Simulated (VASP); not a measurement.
# Ta (Im-3m) in VASP: a series of runs

Ta is run at these levels: PBE; tasks: single point.

Program: VASP 6.6.1. These are calculated values, not measurements. Logs are shortened: lines on timing, memory, paths and dates and some standing lists are left out, and cuts for length are marked.

### 1 The cell of the first run

Symmetry: Im-3m, No. 229, cubic system. The conventional cell has a = 3.346 Å, b = 3.346 Å, c = 3.346 Å, α = 90.00°, β = 90.00°, γ = 90.00°. Within 3.8 Å of Ta (site symmetry m-3m) lie 14 Ta at 2.90 to 3.35 Å.

### 2 Single point, PBE

Contents of INCAR:

```
SYSTEM = Ta
  PREC = Accurate
  ENCUT = 520
  EDIFF = 1E-6
  ISMEAR = -1
  SIGMA = 0.1
  LREAL = .False.
  LASPH = .True.
  NELM = 60
  ALGO = Normal
  ISIF = 2
  LWAVE = .False.
  LCHARG = .False.
  GGA = PE
  NBANDS = 12
```

Contents of KPOINTS:

```
regular mesh
0
Gamma
  14 14 14
  0 0 0
```

Contents of POSCAR:

```
Ta
1.0
   -1.6730098603      1.6730098603      1.6730098603
    1.6730098603     -1.6730098603      1.6730098603
    1.6730098603      1.6730098603     -1.6730098603
Ta
1
Direct
    0.0000000000      0.0000000000      0.0000000000
```

Potentials or basis: VASP PAW PBE potentials, release 64 (Ta_pv).

Launch:

```console
cat potpaw_PBE.64/Ta_pv/POTCAR > POTCAR
mpirun -np 1 vasp_std > vasp.out
```

OUTCAR:

```text
SYSTEM = Ta
   PREC = Accurate
   ENCUT = 520
   EDIFF = 1E-6
   ISMEAR = -1
   LREAL = .False.
   LASPH = .True.
   NELM = 60
   ISIF = 2
   GGA = PE

 ion  position               nearest neighbor table
   1  0.000  0.000  0.000-

  LATTYP: Found a body centered cubic cell.
 ALAT       =     3.3460197206

  Lattice vectors:

 A1 = (  -1.6730098603,   1.6730098603,   1.6730098603)
 A2 = (   1.6730098603,  -1.6730098603,   1.6730098603)
 A3 = (   1.6730098603,   1.6730098603,  -1.6730098603)

Analysis of symmetry for initial positions (statically):
=====================================================================
 Subroutine PRICEL returns:
 Original cell was already a primitive cell.

 Routine SETGRP: Setting up the symmetry group for a
 body centered cubic supercell.

 Subroutine GETGRP returns: Found 48 space group operations
 (whereof 48 operations were pure point group operations)
 out of a pool of 48 trial point group operations.

The static configuration has the point symmetry O_h .

Analysis of symmetry for dynamics (positions and initial velocities):
=====================================================================
 Subroutine PRICEL returns:
 Original cell was already a primitive cell.

 Routine SETGRP: Setting up the symmetry group for a
 body centered cubic supercell.

 Subroutine GETGRP returns: Found 48 space group operations
 (whereof 48 operations were pure point group operations)
 out of a pool of 48 trial point group operations.

The dynamic configuration has the point symmetry O_h .

 Subroutine INISYM returns: Found 48 space group operations
 (whereof 48 operations are pure point group operations),
 and found     1 'primitive' translations

----------------------------------------------------------------------------------------

                                     Primitive cell

  volume of cell :      18.7308

  direct lattice vectors                    reciprocal lattice vectors
    -1.673009860  1.673009860  1.673009860     0.000000000  0.298862554  0.298862554
     1.673009860 -1.673009860  1.673009860     0.298862554  0.000000000  0.298862554
     1.673009860  1.673009860 -1.673009860     0.298862554  0.298862554  0.000000000

  length of vectors
     2.897738080  2.897738080  2.897738080     0.422655477  0.422655477  0.422655477

  position of ions in fractional coordinates (direct lattice)
     0.000000000  0.000000000  0.000000000

  ion indices of the primitive-cell ions
   primitive index   ion index
                 1           1

----------------------------------------------------------------------------------------

 KPOINTS: regular mesh

Automatic generation of k-mesh.
 Grid dimensions read from file:
 generate k-points for:   14   14   14

 Generating k-lattice:

  Cartesian coordinates                     Fractional coordinates (reciprocal lattice)
     0.000000000  0.021347325  0.021347325     0.071428571  0.000000000  0.000000000
     0.021347325  0.000000000  0.021347325     0.000000000  0.071428571  0.000000000
     0.021347325  0.021347325  0.000000000     0.000000000  0.000000000  0.071428571

  Length of vectors
     0.030189677  0.030189677  0.030189677

  Shift w.r.t. Gamma in fractional coordinates (k-lattice)
     0.000000000  0.000000000  0.000000000

 Subroutine IBZKPT returns following result:
 ===========================================

 Found    104 irreducible k-points:

 Following reciprocal coordinates:
            Coordinates               Weight
  0.000000  0.000000  0.000000      1.000000
  0.071429  0.000000  0.000000     12.000000
  0.142857  0.000000  0.000000     12.000000
  0.214286  0.000000  0.000000     12.000000
  0.285714  0.000000  0.000000     12.000000
  0.357143  0.000000  0.000000     12.000000
[... 16 lines left out ...]
  0.285714  0.285714  0.000000     24.000000
  0.357143  0.285714  0.000000     24.000000
 [... further k-points ...]
   k-points           NKPTS =    104   k-points in BZ     NKDIM =    104   number of bands    NBANDS=     12
   number of dos      NEDOS =    301   number of ions     NIONS =      1
   total plane-waves  NPLWV =  13824
   dimension x,y,z NGX =    24 NGY =   24 NGZ =   24
   dimension x,y,z NGXF=    48 NGYF=   48 NGZF=   48
   ions per type =               1
   NGX,Y,Z   is equivalent  to a cutoff of  13.77, 13.77, 13.77 a.u.
   NGXF,Y,Z  is equivalent  to a cutoff of  27.54, 27.54, 27.54 a.u.
 SYSTEM =  Ta
   PREC   = accura    normal or accurate (medium, high low for compatibility)
   ISTART =      0    job   : 0-new  1-cont  2-samecut
   ICHARG =      2    charge: 1-file 2-atom 10-const
   ISPIN  =      1    spin polarized calculation?
   LNONCOLLINEAR =      F non collinear calculations
   LSORBIT =      F    spin-orbit coupling
   LASPH  =      T    aspherical Exc in radial PAW
   ENCUT  =  520.0 eV  38.22 Ry    6.18 a.u.   5.39  5.39  5.39*2*pi/ulx,y,z
   NELM   =     60;   NELMIN=  2; NELMDL= -5     # of ELM steps
   EDIFF  = 0.1E-05   stopping-criterion for ELM
   LREAL  =      F    real-space projection
   EDIFFG = 0.1E-04   stopping-criterion for IOM
   NSW    =      0    number of steps for IOM
   IBRION =     -1    ionic relax: 0-MD 1-quasi-New 2-CG
   NFREE  =      0    steps in history (QN), initial steepest desc. (CG)
   ISIF   =      2    stress and relaxation
   ISYM   =      2    0-nonsym 1-usesym 2-fastsym
   POTIM  = 0.5000    time-step for ionic-motion
   TEBEG  =    0.0;   TEEND  =   0.0 temperature during run
   PSTRESS=    0.0 pullay stress
   NELECT =      11.0000    total number of electrons
   NUPDOWN=      -1.0000    fix difference up-down
   EMIN   =  10.00;   EMAX   =-10.00  energy-range for DOS
   EFERMI =   0.00;   METHOD = LEGACY
   ISMEAR =    -1;   SIGMA  =   0.10  broadening in eV -4-tet -1-fermi 0-gaus
   EFERMI_NEDOS =   21; number of points for ismear=-14 and -15
   IALGO  =     38    algorithm
   IMIX   =      4    mixing-type and parameters
     AMIX     =   0.40;   BMIX     =  1.00
     AMIX_MAG =   1.60;   BMIX_MAG =  1.00
  volume/ion in A,a.u.               =      18.73       126.40
  Fermi-wavevector in a.u.,A,eV,Ry     =   1.370947  2.590714 25.572079  1.879495
  Thomas-Fermi vector in A             =   2.496687
   LORBIT       =      0    0 simple, 1 ext, 2 COOP (PROOUT), +10 PAW based schemes
   GGA     = PE    functional components
   LHFCALC =     F    Hartree Fock is set to
   AEXX    =    0.0000 exact exchange contribution
   IVDW    =     0    specifies the selected vdW correction
   LEPSILON=     F    determine dielectric tensor
   LRPA    =     F    only Hartree local field effects (RPA)
 non-spin polarized calculation
  energy-cutoff  :      520.00
  volume of cell :       18.73
 maximum number of plane-waves:       531
 NGX is ok and might be reduce to    24
   NGX = 11   NGY = 11   NGZ = 11

 number of electron      10.9999999 magnetization

 Free energy of the ion-electron system (eV)
  ---------------------------------------------------
  ext. energy  EPLUGINS =         0.00000000
  ---------------------------------------------------
  free energy    TOTEN  =       -11.83127113 eV

  energy without entropy =      -11.79019525  energy(sigma->0) =      -11.81073319

 E-fermi :   5.1970     XC(G=0): -12.4188

 val. band max:        5.1594981089   @ k =  -0.3571   0.4286   0.1429
 cond. band min:       5.2277030482   @ k =   0.0714   0.0714   0.0714
 fundamental gap:      0.0682049393
 Fermi energy:         5.1969820577

 k-point     1 :       0.0000    0.0000    0.0000
  band No.  band energies     occupation
      1     -28.0505      2.00000
      2     -28.0505      2.00000
      3     -28.0505      2.00000
      4      -2.5907      2.00000
      5       5.9070      0.00165
      6       5.9070      0.00165
      7       5.9070      0.00165
      8       9.0428      0.00000
      9       9.0428      0.00000
     10      19.7396      0.00000
     11      19.9996      0.00000
     12      19.9996      0.00000

 k-point     2 :       0.0714    0.0000    0.0000
  band No.  band energies     occupation
      1     -28.1056      2.00000
      2     -28.0677      2.00000
      3     -28.0507      2.00000
      4      -2.3738      2.00000
      5       5.7676      0.00663
      6       5.8645      0.00252
      7       6.1191      0.00020
      8       8.8253      0.00000
      9       9.0443      0.00000
     10      19.7394      0.00000
     11      20.1893      0.00000
     12      20.3814      0.00000

 k-point     3 :       0.1429    0.0000    0.0000
  band No.  band energies     occupation
      1     -28.2574      2.00000
      2     -28.1154      2.00000
      3     -28.0514      2.00000
      4      -1.7582      2.00000
      5       5.4026      0.22696
      6       5.6668      0.01806
      7       6.7445      0.00000
      8       8.4680      0.00000
      9       9.0665      0.00000
     10      19.7388      0.00000
     11      20.5759      0.00000
     12      21.4679      0.00000
[... 286 lines left out ...]
 k-point    23 :       0.2857    0.2857    0.0000
  band No.  band energies     occupation
      1     -28.8809      2.00000
      2     -28.6071      2.00000
      3     -28.1739      2.00000
      4       2.5808      2.00000
      5       3.8332      2.00000
      6       4.5962      1.99509
      7       9.0164      0.00000
      8       9.7424      0.00000
      9      14.3941      0.00000
     10      14.7130      0.00000
     11      18.4619      0.00000
     12      19.7439      0.00000

 k-point    24 :       0.3571    0.2857    0.0000
  band No.  band energies     occupation
      1     -28.8413      2.00000
      2     -28.6839      2.00000
      3     -28.1795      2.00000
      4       2.7330      2.00000
      5       3.9659      1.99999
      6       4.4651      1.99868
      7       9.2316      0.00000
      8       9.7696      0.00000
      9      13.6656      0.00000
     10      15.7684      0.00000
     11      17.5187      0.00000
     12      19.7437      0.00000

 [... further k-points ...]
[... 5 lines left out ...]
  --------------------------------------------------------------------------------------
  -------------------------------------------------------------------------------------
  Total       -0.5146026     -0.5146026     -0.5146026     -0.0000000     -0.0000000      0.0000000
  in kB      -44.0176731    -44.0176731    -44.0176731     -0.0000000     -0.0000000      0.0000000
  external PRESSURE =     -44.0176731 kB  Pullay stress =       0.0000000 kB

 VOLUME and BASIS-vectors are now :
 -----------------------------------------------------------------------------
  energy-cutoff  :      520.00
  volume of cell :       18.73
      direct lattice vectors                 reciprocal lattice vectors
    -1.673009860  1.673009860  1.673009860     0.000000000  0.298862554  0.298862554
     1.673009860 -1.673009860  1.673009860     0.298862554  0.000000000  0.298862554
     1.673009860  1.673009860 -1.673009860     0.298862554  0.298862554  0.000000000

 POSITION                                       TOTAL-FORCE (eV/Angst)
 -----------------------------------------------------------------------------------
      0.00000      0.00000      0.00000        -0.000000      0.000000     -0.000000
 -----------------------------------------------------------------------------------
    total drift:                                0.000000      0.000000      0.000000

  FREE ENERGIE OF THE ION-ELECTRON SYSTEM (eV)
  ---------------------------------------------------
  free  energy   TOTEN  =       -11.8312711251 eV

  energy  without entropy=      -11.7901952513  energy(sigma->0) =      -11.81073319
```

Wall time 9.4 s (1 thread of Intel Xeon Platinum 8488C (Sapphire Rapids), shared host); peak memory 0.15 GiB.

What came out:

```
Free energy : -11.8313 eV
Pressure    : -4.4 GPa
```

Caveat: spin-orbit coupling is left out, which moves the levels of the heavy elements.

### 3 Single point, PBE

This run uses another cell than the first one, of 19.45 Å³/atom, 1.038 times its volume.

Contents of INCAR:

```
SYSTEM = Ta
ALGO = Normal ; EDIFF = 1E-7
ENCUT = 520 ; GGA = PE
ISIF = 2 ; ISMEAR = -1
LASPH = .TRUE. ; LCHARG = .FALSE.
LREAL = .FALSE. ; LWAVE = .FALSE.
NBANDS = 12 ; NELM = 80
PREC = Accurate ; SIGMA = 0.1
```

Contents of KPOINTS:

```
k-points
0
G
  14 14 14
  0 0 0
```

Contents of POSCAR:

```
Ta
1.0
   -1.6941894487      1.6941894487      1.6941894487
    1.6941894487     -1.6941894487      1.6941894487
    1.6941894487      1.6941894487     -1.6941894487
Ta
1
Direct
    0.0000000000      0.0000000000      0.0000000000
```

Potentials or basis: VASP PAW PBE potentials, release 64 (Ta_pv).

Launch:

```console
cat potpaw_PBE.64/Ta_pv/POTCAR > POTCAR
mpirun -np 1 vasp_std > vasp.out
```

OUTCAR:

```text
SYSTEM = Ta
   EDIFF = 1E-7
   ENCUT = 520
   GGA = PE
   ISIF = 2
   ISMEAR = -1
   LASPH = .TRUE.
   LREAL = .FALSE.
   NELM = 80
   PREC = Accurate

 ion  position               nearest neighbor table
   1  0.000  0.000  0.000-

  LATTYP: Found a body centered cubic cell.
 ALAT       =     3.3883788974

  Lattice vectors:

 A1 = (  -1.6941894487,   1.6941894487,   1.6941894487)
 A2 = (   1.6941894487,  -1.6941894487,   1.6941894487)
[... 539 lines left out ...]
     12      19.3173      0.00000

 [... further k-points ...]

------------------------ aborting loop because EDIFF is reached ----------------------------------------

  FORCE on cell =-STRESS in cart. coord.  units (eV):
  Direction    XX          YY          ZZ          XY          YZ          ZX
  --------------------------------------------------------------------------------------
  -------------------------------------------------------------------------------------
  Total       -1.2954309     -1.2954309     -1.2954309      0.0000000      0.0000000     -0.0000000
  in kB     -106.7035614   -106.7035614   -106.7035614      0.0000000      0.0000000     -0.0000000
  external PRESSURE =    -106.7035614 kB  Pullay stress =       0.0000000 kB

 VOLUME and BASIS-vectors are now :
 -----------------------------------------------------------------------------
  energy-cutoff  :      520.00
  volume of cell :       19.45
      direct lattice vectors                 reciprocal lattice vectors
    -1.694189449  1.694189449  1.694189449     0.000000000  0.295126381  0.295126381
     1.694189449 -1.694189449  1.694189449     0.295126381  0.000000000  0.295126381
     1.694189449  1.694189449 -1.694189449     0.295126381  0.295126381  0.000000000

 POSITION                                       TOTAL-FORCE (eV/Angst)
 -----------------------------------------------------------------------------------
      0.00000      0.00000      0.00000         0.000000     -0.000000     -0.000000
 -----------------------------------------------------------------------------------
    total drift:                                0.000000      0.000000      0.000000

  FREE ENERGIE OF THE ION-ELECTRON SYSTEM (eV)
  ---------------------------------------------------
  free  energy   TOTEN  =       -11.7971326967 eV

  energy  without entropy=      -11.7530852774  energy(sigma->0) =      -11.77510899
```

Wall time 12 s (1 thread of Intel Xeon Platinum 8488C (Sapphire Rapids), shared host); peak memory 0.15 GiB.

Results:

| Item | Value |
| --- | --- |
| Free energy | -11.7971 eV |
| Pressure | -10.7 GPa |

Levels at points of the mesh, in eV from the Fermi level:
| k point | band 2 | band 3 | band 4 | band 5 | band 6 | band 7 | band 8 | band 9 |
| --- | --- | --- | --- | --- | --- | --- | --- | --- |
| (0.00, 0.00, 0.00) | -33.40 | -33.40 | -7.64 | 0.70 | 0.70 | 0.70 | 3.71 | 3.71 |
| (0.50, 0.00, 0.00) | -33.70 | -33.40 | -4.08 | -1.36 | 1.24 | 3.54 | 4.48 | 7.04 |
| (0.50, 0.50, 0.50) | -34.04 | -34.04 | -3.40 | -3.40 | 6.20 | 6.20 | 6.20 | 7.96 |

Caveat: spin-orbit coupling is left out, which moves the levels of the heavy elements.

### 4 Single point, PBE

This run uses another cell than the first one, of 20.17 Å³/atom, 1.077 times its volume.

Contents of INCAR:

```
ALGO = Normal
EDIFF = 1E-7
ENCUT = 520
GGA = PE
ISIF = 2
ISMEAR = -1
LASPH = True
LCHARG = True
LELF = True
LREAL = False
LVHAR = True
LWAVE = False
NBANDS = 12
NELM = 100
PREC = Accurate
SIGMA = 0.1
```

Contents of KPOINTS:

```
k-points
0
Gamma
  14 14 14
```

Contents of POSCAR:

```
Ta
1.0
   -1.7148523321      1.7148523321      1.7148523321
    1.7148523321     -1.7148523321      1.7148523321
    1.7148523321      1.7148523321     -1.7148523321
Ta
1
Direct
    0.0000000000      0.0000000000      0.0000000000
```

Launch:

```console
cat potpaw_PBE.64/Ta_pv/POTCAR > POTCAR
mpirun -np 1 vasp_std > vasp.out
```

It took 15 s on 1 thread of Intel Xeon Platinum 8488C (Sapphire Rapids), shared host; peak memory 0.15 GiB.

Results (log left out):

```yaml
Free_energy: -11.7374 eV
Pressure: -15.8 GPa
```

Levels at points of the mesh, in eV from the Fermi level:
| k point | band 2 | band 3 | band 4 | band 5 | band 6 | band 7 | band 8 | band 9 |
| --- | --- | --- | --- | --- | --- | --- | --- | --- |
| (0.00, 0.00, 0.00) | -33.54 | -33.54 | -7.50 | 0.69 | 0.69 | 0.69 | 3.57 | 3.57 |
| (0.50, 0.00, 0.00) | -33.81 | -33.55 | -3.93 | -1.27 | 1.12 | 3.39 | 4.29 | 6.71 |
| (0.50, 0.50, 0.50) | -34.11 | -34.11 | -3.21 | -3.21 | 5.92 | 5.92 | 5.92 | 7.67 |

Caveat: spin-orbit coupling is left out, which moves the levels of the heavy elements.

### 5 Summary

| cell | gap on the mesh (eV) | pressure (GPa) |
| --- | --- | --- |
| a = 2.898 Å, angles 109.5°, 1 atom | none | -4.4 |
| a = 2.934 Å, angles 109.5°, 1 atom | none | -10.7 |
| a = 2.970 Å, angles 109.5°, 1 atom | none | -15.8 |

Alike in all rows: task single point; level PBE; potentials or basis VASP PAW PBE potentials, release 64 (Ta_pv); no spin polarisation; k mesh 14 × 14 × 14; cutoff (eV) 520; smearing fermi-dirac 0.1 eV.

Caveats: spin-orbit coupling is left out, which moves the levels of the heavy elements.

Absolute energies hang on the potentials; compare differences alone.
